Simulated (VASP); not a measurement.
A run of VASP 6.6.1 is set up as follows.

INCAR

```
ALGO = Normal
EDIFF = 1E-7
ENCUT = 520
GGA = PS
ISIF = 2
ISMEAR = 0
LASPH = T
LCHARG = F
LREAL = F
LWAVE = F
NBANDS = 11
NELM = 60
PREC = Accurate
SIGMA = 0.05
```

The input KPOINTS:

```
k-points
0
Gamma
  10 10 10
```

File POSCAR:

```
MgO
1.0
    0.0000000000      2.1351500000      2.1351500000
    2.0390682500      0.0000000000      2.1351500000
    2.0390682500      2.1351500000      0.0000000000
Mg O
1 1
Direct
    0.0000000000      0.0000000000      0.0000000000
    0.5000000000      0.5000000000      0.5000000000
```

Potentials or basis: VASP PAW PBE potentials, release 64 (Mg, O).

Run with:

```bash
$ cat potpaw_PBE.64/Mg/POTCAR potpaw_PBE.64/O/POTCAR > POTCAR
$ mpirun -np 1 vasp_std > vasp.out
```

Q: Estimate the band gap on the k mesh.

A: 4.63 eV, direct.

Q: Predict the pressure.

A: 1.3 GPa.

Stress tensor (GPa, compression positive):
```
 8.37  0.00  0.00
 0.00 -2.30  0.00
 0.00  0.00 -2.30
```

Caveat: the cell differs from its parent crystal (strain -0.0450 x Voigt [1, 0, 0, 0, 0, 0]); the PAW data sets were made with another functional, which shifts forces and pressure a little.
